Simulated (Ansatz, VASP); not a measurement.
**Sc4Mo in VASP and in Ansatz**

INCAR

```
PREC = Accurate ; ENCUT = 600
EDIFF = 1E-7 ; ISMEAR = 0
SIGMA = 0.1 ; LREAL = False
LASPH = True ; NELM = 60
ALGO = Normal ; ISIF = 3
LWAVE = False ; LCHARG = False
GGA = PE ; IBRION = 2
NSW = 90 ; EDIFFG = -0.04
```

Contents of KPOINTS:

```
regular mesh
0
Gamma
  4 4 4
```

POSCAR

```
Sc4Mo
1.0
    4.5081909600      0.0000000000      0.0000000000
    0.0000000000      4.5081909600      0.0000000000
    0.0000000000      0.0000000000      4.5081909600
Sc Mo
4 1
Direct
    0.5000000000      0.0000000000      0.0000000000
    0.0000000000      0.5000000000      0.0000000000
    0.0000000000      0.0000000000      0.5000000000
    0.5000000000      0.5000000000      0.5000000000
    0.0000000000      0.0000000000      0.0000000000
```

Input for Ansatz:

```yaml
crystal:
  lattice:
    - [4.50819096, 0.0, 0.0]
    - [0.0, 4.50819096, 0.0]
    - [0.0, 0.0, 4.50819096]
  atoms:
    - { symbol: Sc, position: [0.5, 0.0, 0.0] }
    - { symbol: Sc, position: [0.0, 0.5, 0.0] }
    - { symbol: Sc, position: [0.0, 0.0, 0.5] }
    - { symbol: Sc, position: [0.5, 0.5, 0.5] }
    - { symbol: Mo, position: [0.0, 0.0, 0.0] }
basis:
  ecutwfc: 420
kpoints:
  mp_grid: { grid: [4, 4, 4] }
hamiltonian:
  xc: pbe
scf:
  occupations: { method: gaussian, width: 0.1 }
  lower_state_search: "off"
output:
  forces: true
  stress: true
  eigenvalues: true
relax:
  adjacent_minimum: "off"
  f_tol: 0.04
  max_steps: 70
  cell: { stress_tol: 0.4 }
```

Alike in both runs: task relaxation of cell and atoms; functional PBE; k mesh 4 × 4 × 4; occupations gaussian, width 0.1 eV; no spin polarisation.

```csv
,VASP,Ansatz
version,VASP 6.6.1,Ansatz 0.2.0
potentials or method,"VASP PAW PBE potentials, release 64 (Sc_sv, Mo_sv), cutoff 600 eV","scalar-relativistic, plane waves, PAW"
valence electrons in the cell,58,58
```

```tsv
	VASP	Ansatz	Ansatz less VASP
gap on the k mesh at the Fermi level, each at its own relaxed structure (eV)	none	none	-
relaxed volume (Å³/atom)	25.38	25.32	-0.063
relaxed length of the cell vector where the two differ most in proportion (Å)	5.025	5.021	-0.0042
```

A gap of «none» marks a metal or a gap that the smearing closes.

Noted on VASP's run: the volume moved by over 15 % at a fixed basis, so the end points are rough.
